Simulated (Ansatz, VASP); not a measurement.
Si in VASP and in Ansatz

File POSCAR:

```
Si
1.0
   -1.5226320307      1.5226320307      1.5226320307
    1.5226320307     -1.5226320307      1.5226320307
    1.5226320307      1.5226320307     -1.5226320307
Si
1
Direct
    0.0000000000      0.0000000000      0.0000000000
```

INCAR.step1

```
SYSTEM = Si
  ALGO = Normal
  EDIFF = 1E-4
  ENCUT = 520
  GGA = PE
  ISMEAR = -1
  LASPH = .True.
  LCHARG = .False.
  LREAL = .False.
  LWAVE = .True.
  NBANDS = 8
  NELM = 80
  PREC = Accurate
  SIGMA = 0.1
```

The input INCAR.step2:

```
SYSTEM = Si
  ALGO = Normal
  EDIFF = 1E-7
  ENCUT = 520
  ISIF = 2
  ISMEAR = -1
  ISTART = 1
  LASPH = .True.
  LCHARG = .False.
  LMIXTAU = .True.
  LREAL = .False.
  LWAVE = .False.
  METAGGA = R2SCAN
  NBANDS = 8
  NELM = 80
  PREC = Accurate
  SIGMA = 0.1
```

KPOINTS

```
k-points
0
Gamma
  16 16 16
  0 0 0
```

Input for Ansatz:

```yaml
crystal:
  lattice:
    - [-1.5226320307, 1.5226320307, 1.5226320307]
    - [1.5226320307, -1.5226320307, 1.5226320307]
    - [1.5226320307, 1.5226320307, -1.5226320307]
  atoms:
    - { symbol: Si, position: [0.0, 0.0, 0.0] }
hamiltonian:
  xc: r2scan
  pseudopotentials:
    kind: paw
    azcp:
      Si: "pseudopotentials/Si.paw.azcp"
basis:
  ecutwfc: 500
  fft_grid_basis: typed
kpoints:
  mp_grid: { grid: [16, 16, 16], shift: [0, 0, 0] }
magnetization:
  spin_polarized: false
scf:
  occupations: { method: fermi_dirac, width: 0.1 }
  lower_state_search: "off"
output:
  stress: true
  write_density: true
  write_potential: true
  elf: true
  volumetric_format: npy
```

Alike in both runs: task single point; functional r2SCAN; k mesh 16 × 16 × 16; occupations fermi-dirac, width 0.1 eV; no spin polarisation.

```csv
,VASP,Ansatz
version,VASP 6.6.1,Ansatz 0.2.0
potentials or method,"VASP PAW PBE potentials, release 64 (Si), cutoff 520 eV","plane waves (500 eV) with PAW, scalar-relativistic"
valence electrons in the cell,4,4
```

```csv
,VASP,Ansatz,Ansatz less VASP
pressure (GPa),0.2,0.2,-0.05
```

VASP's potentials were made for PBE, not for r2SCAN. The functional is the same, so the differences come from potentials, cutoffs and numerics.
